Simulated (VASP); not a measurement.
Wanted: the native input for a VASP 6.6.1 run.

```yaml
Task: relaxation of cell and atoms
Functional: r2SCAN
Potentials_or_basis: VASP PAW PBE potentials, release 64 (Zr_sv, S)
Cutoff: 600 eV
k_mesh: 8 × 8 × 8
Occupations: gaussian, width 0.1 eV
Spin: no spin polarisation
Dipole_correction: no
Further_INCAR_settings: ALGO = Normal; EDIFF = 1e-06; IBRION = 2; EDIFFG = -0.01; NSW = 80; ISIF = 3
```

Crystal: ZrS.

```
Zr S
1.0
     0.00000    2.62500    2.62500
     2.62500    0.00000    2.62500
     2.62500    2.62500    0.00000
Zr S
1 1
Direct
  0.00000 0.00000 0.00000
  0.50000 0.50000 0.50000
```

One way to write it, as run:

POSCAR

```
ZrS
1.0
    0.0000000000      2.6250000000      2.6250000000
    2.6250000000      0.0000000000      2.6250000000
    2.6250000000      2.6250000000      0.0000000000
Zr S
1 1
Direct
    0.0000000000      0.0000000000      0.0000000000
    0.5000000000      0.5000000000      0.5000000000
```

INCAR.step1

```
  ALGO = Normal
  EDIFF = 1E-4
  ENCUT = 600
  GGA = PE
  ISMEAR = 0
  LASPH = True
  LCHARG = False
  LREAL = False
  LWAVE = True
  NELM = 60
  PREC = Accurate
  SIGMA = 0.1
```

INCAR.step2

```
  ALGO = Normal
  EDIFF = 1E-6
  EDIFFG = -0.01
  ENCUT = 600
  IBRION = 2
  ISIF = 3
  ISMEAR = 0
  ISTART = 1
  LASPH = True
  LCHARG = False
  LMIXTAU = True
  LREAL = False
  LWAVE = False
  METAGGA = R2SCAN
  NELM = 60
  NSW = 80
  PREC = Accurate
  SIGMA = 0.1
```

KPOINTS

```
k-points
0
Gamma
  8 8 8
```

Potentials or basis: VASP PAW PBE potentials, release 64 (Zr_sv, S).

Command:

```sh
$ cat potpaw_PBE.64/Zr_sv/POTCAR potpaw_PBE.64/S/POTCAR > POTCAR
$ cp INCAR.step1 INCAR
$ mpirun -np 1 vasp_std > vasp.out
$ cp INCAR.step2 INCAR
$ mpirun -np 1 vasp_std > vasp.out
```

It gave:

| Property | Result |
| --- | --- |
| Relaxed volume | 17.81 Å³/atom |
| Relaxed cell | a = 3.693 Å, b = 3.693 Å, c = 3.693 Å, α = 60.00°, β = 60.00°, γ = 60.00° |
| Space group after relaxing (to 0.1 Å) | Fm-3m (No. 225) |
| Energy gained by relaxing | 1.9 meV/atom |
| Ionic steps | 3 |
| Pressure after relaxing | 0.0 GPa |

Caveat: the highest band is partly filled, so the run has too few bands; the PAW data sets were made with another functional, which shifts forces and pressure a little.

It took 110 s on 1 thread of AMD EPYC 9R45 96-Core Processor (Zen 5), with other jobs on the host, peak memory 0.16 GiB.
